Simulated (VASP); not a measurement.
# Sn (I4/mmm) in VASP: a series of runs

Sn is run at these levels: LDA; tasks: single point.

Program: VASP 6.6.1. These are calculated values, not measurements. Logs are shortened: lines on timing, memory, paths and dates and some standing lists are left out, and cuts for length are marked.

## (1) The cell of the first run

Symmetry: I4/mmm, No. 139, tetragonal system. The conventional cell has a = 3.676 Å, b = 3.676 Å, c = 3.732 Å, α = 90.00°, β = 90.00°, γ = 90.00°. Sn (site symmetry 4/mmm) has 14 Sn at 3.20 to 3.73 Å within 4.2 Å.

## (2) Single point, LDA (strain -0.030 along x and y, -0.015 along z)

File INCAR:

```
SYSTEM = Sn
ALGO     = Fast           ! electronic algorithm
EDIFF    = 1E-6           ! SCF threshold, eV
ENCUT    = 520            ! plane-wave cutoff, eV
ISIF     = 2              ! what is computed and relaxed
ISMEAR   = 0              ! smearing method
LASPH    = .True.         ! aspherical terms in the spheres
LCHARG   = .False.        ! write CHGCAR
LREAL    = .False.        ! projectors in reciprocal space
LWAVE    = .False.        ! write WAVECAR
NBANDS   = 13             ! bands
NELM     = 60             ! most SCF steps
PREC     = Accurate       ! precision mode
SIGMA    = 0.15           ! smearing width, eV
```

File KPOINTS:

```
k-points
0
Gamma
  18 18 18
  0 0 0
```

File POSCAR:

```
Sn
1.0
   -1.8378122646      1.8378122646      1.8662320419
    1.8378122646     -1.8378122646      1.8662320419
    1.8378122646      1.8378122646     -1.8662320419
Sn
1
Direct
    0.0000000000      0.0000000000      0.0000000000
```

Potentials or basis: VASP PAW LDA potentials, release 64 (Sn_d).

Run with:

```sh
> cat potpaw_LDA.64/Sn_d/POTCAR > POTCAR
> mpirun -np 1 vasp_std > vasp.out
```

OUTCAR:

```text
SYSTEM = Sn
   EDIFF = 1E-6
   ENCUT = 520
   ISIF = 2
   ISMEAR = 0
   LASPH = .True.
   LREAL = .False.
   NELM = 60
   PREC = Accurate

 ion  position               nearest neighbor table
   1  0.000  0.000  0.000-

  LATTYP: Found a body centered tetragonal cell.
 ALAT       =     3.6756245292
 C/A-ratio  =     1.0154639175

  Lattice vectors:

 A1 = (  -1.8378122646,   1.8378122646,   1.8662320419)
 A2 = (   1.8378122646,  -1.8378122646,   1.8662320419)
 A3 = (   1.8378122646,   1.8378122646,  -1.8662320419)

Analysis of symmetry for initial positions (statically):
=====================================================================
 Subroutine PRICEL returns:
 Original cell was already a primitive cell.

 Routine SETGRP: Setting up the symmetry group for a
 body centered tetragonal supercell.

 Subroutine GETGRP returns: Found 16 space group operations
 (whereof 16 operations were pure point group operations)
 out of a pool of 16 trial point group operations.

The static configuration has the point symmetry D_4h.

Analysis of symmetry for dynamics (positions and initial velocities):
=====================================================================
 Subroutine PRICEL returns:
 Original cell was already a primitive cell.

 Routine SETGRP: Setting up the symmetry group for a
 body centered tetragonal supercell.

 Subroutine GETGRP returns: Found 16 space group operations
 (whereof 16 operations were pure point group operations)
 out of a pool of 16 trial point group operations.

The dynamic configuration has the point symmetry D_4h.

 Subroutine INISYM returns: Found 16 space group operations
 (whereof 16 operations are pure point group operations),
 and found     1 'primitive' translations

----------------------------------------------------------------------------------------

                                     Primitive cell

  volume of cell :      25.2132

  direct lattice vectors                    reciprocal lattice vectors
    -1.837812265  1.837812265  1.866232042     0.000000000  0.272062609  0.267919524
     1.837812265 -1.837812265  1.866232042     0.272062609  0.000000000  0.267919524
     1.837812265  1.837812265 -1.866232042     0.272062609  0.272062609  0.000000000

  length of vectors
     3.199676526  3.199676526  3.199676526     0.381836267  0.381836267  0.384754632

  position of ions in fractional coordinates (direct lattice)
     0.000000000  0.000000000  0.000000000

  ion indices of the primitive-cell ions
   primitive index   ion index
                 1           1

----------------------------------------------------------------------------------------

 KPOINTS: k-points

Automatic generation of k-mesh.
 Grid dimensions read from file:
 generate k-points for:   18   18   18

 Generating k-lattice:

  Cartesian coordinates                     Fractional coordinates (reciprocal lattice)
     0.000000000  0.015114589  0.014884418     0.055555556 -0.000000000  0.000000000
     0.015114589  0.000000000  0.014884418    -0.000000000  0.055555556  0.000000000
     0.015114589  0.015114589  0.000000000     0.000000000  0.000000000  0.055555556

  Length of vectors
     0.021213126  0.021213126  0.021375257

  Shift w.r.t. Gamma in fractional coordinates (k-lattice)
     0.000000000  0.000000000  0.000000000

 Subroutine IBZKPT returns following result:
 ===========================================

 Found    480 irreducible k-points:

 Following reciprocal coordinates:
            Coordinates               Weight
  0.000000  0.000000  0.000000      1.000000
  0.055556 -0.000000  0.000000      8.000000
  0.111111 -0.000000  0.000000      8.000000
  0.166667  0.000000  0.000000      8.000000
  0.222222  0.000000 -0.000000      8.000000
  0.277778  0.000000 -0.000000      8.000000
[... 16 lines left out ...]
 -0.277778  0.055556  0.000000     16.000000
 -0.222222  0.055556  0.000000     16.000000
 [... further k-points ...]
   k-points           NKPTS =    480   k-points in BZ     NKDIM =    480   number of bands    NBANDS=     13
   number of dos      NEDOS =    301   number of ions     NIONS =      1
   total plane-waves  NPLWV =  13824
   dimension x,y,z NGX =    24 NGY =   24 NGZ =   24
   dimension x,y,z NGXF=    48 NGYF=   48 NGZF=   48
   ions per type =               1
   NGX,Y,Z   is equivalent  to a cutoff of  12.47, 12.47, 12.47 a.u.
   NGXF,Y,Z  is equivalent  to a cutoff of  24.94, 24.94, 24.94 a.u.
 SYSTEM =  Sn
   PREC   = accura    normal or accurate (medium, high low for compatibility)
   ISTART =      0    job   : 0-new  1-cont  2-samecut
   ICHARG =      2    charge: 1-file 2-atom 10-const
   ISPIN  =      1    spin polarized calculation?
   LNONCOLLINEAR =      F non collinear calculations
   LSORBIT =      F    spin-orbit coupling
   LASPH  =      T    aspherical Exc in radial PAW
   ENCUT  =  520.0 eV  38.22 Ry    6.18 a.u.   5.95  5.95  5.95*2*pi/ulx,y,z
   NELM   =     60;   NELMIN=  2; NELMDL= -5     # of ELM steps
   EDIFF  = 0.1E-05   stopping-criterion for ELM
   LREAL  =      F    real-space projection
   EDIFFG = 0.1E-04   stopping-criterion for IOM
   NSW    =      0    number of steps for IOM
   IBRION =     -1    ionic relax: 0-MD 1-quasi-New 2-CG
   NFREE  =      0    steps in history (QN), initial steepest desc. (CG)
   ISIF   =      2    stress and relaxation
   ISYM   =      2    0-nonsym 1-usesym 2-fastsym
   POTIM  = 0.5000    time-step for ionic-motion
   TEBEG  =    0.0;   TEEND  =   0.0 temperature during run
   PSTRESS=    0.0 pullay stress
   NELECT =      14.0000    total number of electrons
   NUPDOWN=      -1.0000    fix difference up-down
   EMIN   =  10.00;   EMAX   =-10.00  energy-range for DOS
   EFERMI =   0.00;   METHOD = LEGACY
   ISMEAR =     0;   SIGMA  =   0.15  broadening in eV -4-tet -1-fermi 0-gaus
   EFERMI_NEDOS =   21; number of points for ismear=-14 and -15
   IALGO  =     68    algorithm
   IMIX   =      4    mixing-type and parameters
     AMIX     =   0.40;   BMIX     =  1.00
     AMIX_MAG =   1.60;   BMIX_MAG =  1.00
  volume/ion in A,a.u.               =      25.21       170.15
  Fermi-wavevector in a.u.,A,eV,Ry     =   1.345576  2.542770 24.634362  1.810575
  Thomas-Fermi vector in A             =   2.473478
   LORBIT       =      0    0 simple, 1 ext, 2 COOP (PROOUT), +10 PAW based schemes
   GGA     = CA    functional components
   LHFCALC =     F    Hartree Fock is set to
   AEXX    =    0.0000 exact exchange contribution
   IVDW    =     0    specifies the selected vdW correction
   LEPSILON=     F    determine dielectric tensor
   LRPA    =     F    only Hartree local field effects (RPA)
 non-spin polarized calculation
 RMM-DIIS sequential band-by-band and
 Gauss-broadening in eV      SIGMA  =   0.15
  energy-cutoff  :      520.00
  volume of cell :       25.21
 maximum number of plane-waves:       695
   NGX = 11   NGY = 11   NGZ = 11

 number of electron      14.0000001 magnetization

 Free energy of the ion-electron system (eV)
  ---------------------------------------------------
  ext. energy  EPLUGINS =         0.00000000
  ---------------------------------------------------
  free energy    TOTEN  =        -4.44257774 eV

  energy without entropy =       -4.43495667  energy(sigma->0) =       -4.43876721

 E-fermi :   8.7562     XC(G=0): -10.9623

 val. band max:        8.7508187384   @ k =  -0.2778  -0.3889   0.1667
 cond. band min:       8.7577735870   @ k =  -0.1111  -0.2778   0.0556
 fundamental gap:      0.0069548486
 Fermi energy:         8.7561726737

 k-point     1 :       0.0000    0.0000    0.0000
  band No.  band energies     occupation
      1     -12.7465      2.00000
      2     -12.7465      2.00000
      3     -12.7417      2.00000
      4     -12.5738      2.00000
      5     -12.5633      2.00000
      6      -2.9074      2.00000
      7      17.2425      0.00000
      8      17.3375      0.00000
      9      17.3375      0.00000
     10      20.9834      0.00000
     11      21.1979      0.00000
     12      21.1979      0.00000
     13      22.0296      0.00000

 k-point     2 :       0.0556   -0.0000    0.0000
  band No.  band energies     occupation
      1     -12.7464      2.00000
      2     -12.7439      2.00000
      3     -12.7354      2.00000
      4     -12.5753      2.00000
      5     -12.5641      2.00000
      6      -2.8363      2.00000
      7      16.6180      0.00000
      8      17.0312      0.00000
      9      17.1958      0.00000
     10      20.3032      0.00000
     11      20.6683      0.00000
     12      20.9501      0.00000
     13      22.5052      0.00000

 k-point     3 :       0.1111   -0.0000    0.0000
  band No.  band energies     occupation
      1     -12.7511      2.00000
      2     -12.7368      2.00000
      3     -12.7120      2.00000
      4     -12.5800      2.00000
      5     -12.5659      2.00000
      6      -2.6224      2.00000
      7      15.0499      0.00000
      8      16.3221      0.00000
      9      16.9069      0.00000
     10      19.5327      0.00000
     11      19.9361      0.00000
     12      20.7704      0.00000
     13      22.8305      0.00000
[... 305 lines left out ...]
 k-point    23 :      -0.2778    0.0556    0.0000
  band No.  band energies     occupation
      1     -12.7705      2.00000
      2     -12.7178      2.00000
      3     -12.6037      2.00000
      4     -12.5947      2.00000
      5     -12.5709      2.00000
      6      -1.4007      2.00000
      7      10.3593      0.00000
      8      13.9146      0.00000
      9      15.3300      0.00000
     10      18.4732      0.00000
     11      19.0701      0.00000
     12      21.0374      0.00000
     13      24.1746      0.00000

 k-point    24 :      -0.2222    0.0556    0.0000
  band No.  band energies     occupation
      1     -12.7607      2.00000
      2     -12.7257      2.00000
      3     -12.6488      2.00000
      4     -12.5899      2.00000
      5     -12.5697      2.00000
      6      -1.9746      2.00000
      7      12.2069      0.00000
      8      14.6910      0.00000
      9      15.8447      0.00000
     10      18.9252      0.00000
     11      19.3942      0.00000
     12      20.7606      0.00000
     13      23.7672      0.00000

 [... further k-points ...]

------------------------ aborting loop because EDIFF is reached ----------------------------------------

  FORCE on cell =-STRESS in cart. coord.  units (eV):
  Direction    XX          YY          ZZ          XY          YZ          ZX
  --------------------------------------------------------------------------------------
  -------------------------------------------------------------------------------------
  Total        0.0941846      0.0941846      0.1744040      0.0000000      0.0000000      0.0000000
  in kB        5.9849794      5.9849794     11.0825331      0.0000000      0.0000000      0.0000000
  external PRESSURE =       7.6841640 kB  Pullay stress =       0.0000000 kB

 VOLUME and BASIS-vectors are now :
 -----------------------------------------------------------------------------
  energy-cutoff  :      520.00
  volume of cell :       25.21
      direct lattice vectors                 reciprocal lattice vectors
    -1.837812265  1.837812265  1.866232042     0.000000000  0.272062609  0.267919524
     1.837812265 -1.837812265  1.866232042     0.272062609  0.000000000  0.267919524
     1.837812265  1.837812265 -1.866232042     0.272062609  0.272062609  0.000000000

 POSITION                                       TOTAL-FORCE (eV/Angst)
 -----------------------------------------------------------------------------------
      0.00000      0.00000      0.00000         0.000000     -0.000000     -0.000000
 -----------------------------------------------------------------------------------
    total drift:                               -0.000000      0.000000      0.000000

  FREE ENERGIE OF THE ION-ELECTRON SYSTEM (eV)
  ---------------------------------------------------
  free  energy   TOTEN  =        -4.4425777424 eV

  energy  without entropy=       -4.4349566713  energy(sigma->0) =       -4.43876721
```

Run time: 2 min. Hardware: 1 thread of Intel Xeon 8259CL, shared host; peak memory 0.25 GiB.

Results:

| Quantity | Value |
| --- | --- |
| Free energy | -4.4426 eV |
| Pressure | 0.8 GPa |
| Band gap on the k mesh | zero (bands 7 and 8 overlap by 11.16 eV) |

Caveat: the cell differs from its parent crystal (strain -0.030 along x and y, -0.015 along z); spin-orbit coupling is left out, which moves the levels of the heavy elements.

## (3) Single point, LDA (strain -0.030 along x and y, +0.000 along z)

File INCAR:

```
PREC     = Accurate       # precision mode
ENCUT    = 520            # plane-wave cutoff, eV
EDIFF    = 1E-6           # SCF threshold, eV
ISMEAR   = 0              # smearing method
SIGMA    = 0.15           # smearing width, eV
LREAL    = F              # projectors in reciprocal space
LASPH    = T              # aspherical terms in the spheres
NELM     = 80             # most SCF steps
ALGO     = Fast           # electronic algorithm
ISIF     = 2              # what is computed and relaxed
LWAVE    = F              # write WAVECAR
LCHARG   = F              # write CHGCAR
NBANDS   = 13             # bands
```

File KPOINTS:

```
regular mesh
0
Gamma
  18 18 18
```

File POSCAR:

```
Sn
1.0
   -1.8378122646      1.8378122646      1.8946518192
    1.8378122646     -1.8378122646      1.8946518192
    1.8378122646      1.8378122646     -1.8946518192
Sn
1
Direct
    0.0000000000      0.0000000000      0.0000000000
```

Potentials or basis: VASP PAW LDA potentials, release 64 (Sn_d).

Run with:

```sh
> cat potpaw_LDA.64/Sn_d/POTCAR > POTCAR
> mpirun -np 1 vasp_std > vasp.out
```

Run time: 1.8 min. Hardware: 1 thread of Intel Xeon 8259CL, shared host; peak memory 0.25 GiB.

Results (log left out):

```yaml
Free_energy: -4.4444 eV
Pressure: -0.1 GPa
Band_gap_on_the_k_mesh: zero (bands 7 and 8 overlap by 10.89 eV)
```

Stress tensor (GPa, compression positive):
```
-0.36  0.00  0.00
 0.00 -0.36  0.00
 0.00  0.00  0.31
```

Levels at points of the mesh, in eV from the Fermi level:
| k point | band 5 | band 6 | band 7 | band 8 | band 9 | band 10 |
| --- | --- | --- | --- | --- | --- | --- |
| (0.00, 0.00, 0.00) | -21.32 | -11.56 | 8.27 | 8.44 | 8.44 | 12.07 |
| (0.50, 0.00, 0.00) | -21.23 | -6.61 | -4.74 | 3.88 | 5.80 | 8.54 |
| (0.50, 0.50, 0.00) | -21.22 | -6.40 | -4.65 | 3.49 | 5.25 | 8.06 |
| (0.50, 0.50, 0.50) | -21.25 | -2.29 | -0.95 | -0.36 | -0.36 | 3.83 |

Caveat: the cell differs from its parent crystal (strain -0.030 along x and y, +0.000 along z); spin-orbit coupling is left out, which moves the levels of the heavy elements.

## (4) Single point, LDA (strain -0.030 along x and y, +0.015 along z)

File INCAR:

```
SYSTEM = Sn
  ALGO = Fast
  EDIFF = 1E-7
  ENCUT = 520
  GGA = CA
  ISIF = 2
  ISMEAR = 0
  LASPH = .True.
  LCHARG = .False.
  LREAL = .False.
  LWAVE = .False.
  NBANDS = 13
  NELM = 100
  PREC = Accurate
  SIGMA = 0.15
```

File KPOINTS:

```
k-points
0
Gamma
  18 18 18
  0 0 0
```

File POSCAR:

```
Sn
1.0
   -1.8378122646      1.8378122646      1.9230715965
    1.8378122646     -1.8378122646      1.9230715965
    1.8378122646      1.8378122646     -1.9230715965
Sn
1
Direct
    0.0000000000      0.0000000000      0.0000000000
```

Run with:

```sh
> cat potpaw_LDA.64/Sn_d/POTCAR > POTCAR
> mpirun -np 1 vasp_std > vasp.out
```

Wall time 1.9 min (1 thread of Intel Xeon 8259CL, shared host); peak memory 0.25 GiB.

It converged, with:

- Free energy: -4.4444 eV
- Pressure: -1.0 GPa
- Band gap on the k mesh: zero (bands 7 and 8 overlap by 10.63 eV)

Stress tensor (GPa, compression positive):
```
-1.23  0.00  0.00
 0.00 -1.23  0.00
 0.00  0.00 -0.47
```

Levels at points of the mesh, in eV from the Fermi level:
```csv
k point,band 5,band 6,band 7,band 8,band 9,band 10
"(0.00, 0.00, 0.00)",-21.32,-11.45,8.08,8.30,8.30,11.92
"(0.50, 0.00, 0.00)",-21.24,-6.63,-4.68,3.89,5.82,8.53
"(0.50, 0.50, 0.00)",-21.23,-6.32,-4.55,3.32,5.02,7.83
"(0.50, 0.50, 0.50)",-21.25,-2.42,-1.11,-0.25,-0.25,3.80
```

Caveat: the cell differs from its parent crystal (strain -0.030 along x and y, +0.015 along z); spin-orbit coupling is left out, which moves the levels of the heavy elements.

## (5) Single point, LDA (strain +0.000 along x and y, -0.030 along z)

File INCAR:

```
SYSTEM = Sn
PREC = Accurate
ENCUT = 520
EDIFF = 1E-6
ISMEAR = 0
SIGMA = 0.15
LREAL = .FALSE.
LASPH = .TRUE.
NELM = 80
ALGO = Fast
ISIF = 2
LWAVE = .FALSE.
LCHARG = .TRUE.
GGA = CA
LELF = .TRUE.
LVHAR = .TRUE.
NBANDS = 13
```

File KPOINTS:

```
Automatic mesh
0
G
  18 18 18
  0 0 0
```

File POSCAR:

```
Sn
1.0
   -1.8946518192      1.8946518192      1.8378122646
    1.8946518192     -1.8946518192      1.8378122646
    1.8946518192      1.8946518192     -1.8378122646
Sn
1
Direct
    0.0000000000      0.0000000000      0.0000000000
```

Run with:

```sh
> cat potpaw_LDA.64/Sn_d/POTCAR > POTCAR
> mpirun -np 1 vasp_std > vasp.out
```

Wall time 2 min (1 thread of Intel Xeon 8259CL, shared host); peak memory 0.25 GiB.

Results (log left out):

```yaml
Free_energy: -4.4402 eV
Pressure: -1.8 GPa
Band_gap_on_the_k_mesh: zero (bands 7 and 8 overlap by 10.53 eV)
```

Stress tensor (GPa, compression positive):
```
-1.52  0.00  0.00
 0.00 -1.52  0.00
 0.00  0.00 -2.36
```

Levels at points of the mesh, in eV from the Fermi level:
| k point | band 3 | band 4 | band 5 | band 6 | band 7 | band 8 | band 9 | band 10 | band 11 | band 12 |
| --- | --- | --- | --- | --- | --- | --- | --- | --- | --- | --- |
| (0.00, 0.00, 0.00) | -21.46 | -21.32 | -21.30 | -11.31 | 8.03 | 8.03 | 8.25 | 12.18 | 12.18 | 12.56 |
| (0.50, 0.00, 0.00) | -21.32 | -21.31 | -21.22 | -6.42 | -4.51 | 3.53 | 5.34 | 8.05 | 8.30 | 15.25 |
| (0.50, 0.50, 0.00) | -21.33 | -21.32 | -21.22 | -6.63 | -4.59 | 3.91 | 5.88 | 8.53 | 8.81 | 14.66 |
| (0.50, 0.50, 0.50) | -21.24 | -21.24 | -21.23 | -2.46 | -0.71 | -0.71 | -0.12 | 3.82 | 4.14 | 18.39 |

Caveat: the cell differs from its parent crystal (strain +0.000 along x and y, -0.030 along z); spin-orbit coupling is left out, which moves the levels of the heavy elements.

## (6) Summary

```tsv
cell	further INCAR settings	gap on the mesh (eV)	pressure (GPa)
a = 3.200 Å, angles 109.9, 109.9, 108.6°, 1 atom	ALGO = Fast; EDIFF = 1e-06; NBANDS = 13	none	0.8
a = 3.216 Å, angles 110.3, 110.3, 107.8°, 1 atom	ALGO = Fast; EDIFF = 1e-06; NBANDS = 13	none	-0.1
a = 3.233 Å, angles 110.7, 110.7, 107.0°, 1 atom	ALGO = Fast; EDIFF = 1e-07; NBANDS = 13	none	-1.0
a = 3.249 Å, angles 108.7, 108.7, 111.1°, 1 atom	ALGO = Fast; EDIFF = 1e-06; NBANDS = 13	none	-1.8
```

Alike in all rows: task single point; level LDA; potentials or basis VASP PAW LDA potentials, release 64 (Sn_d); no spin polarisation; k mesh 18 × 18 × 18; cutoff (eV) 520; smearing gaussian 0.15 eV.

Caveats: spin-orbit coupling is left out, which moves the levels of the heavy elements.

Total energies depend on the potentials used, so only differences within one code and one set of settings carry meaning.

The gap in the log of VASP goes by the Fermi energy; the results here count the filled bands.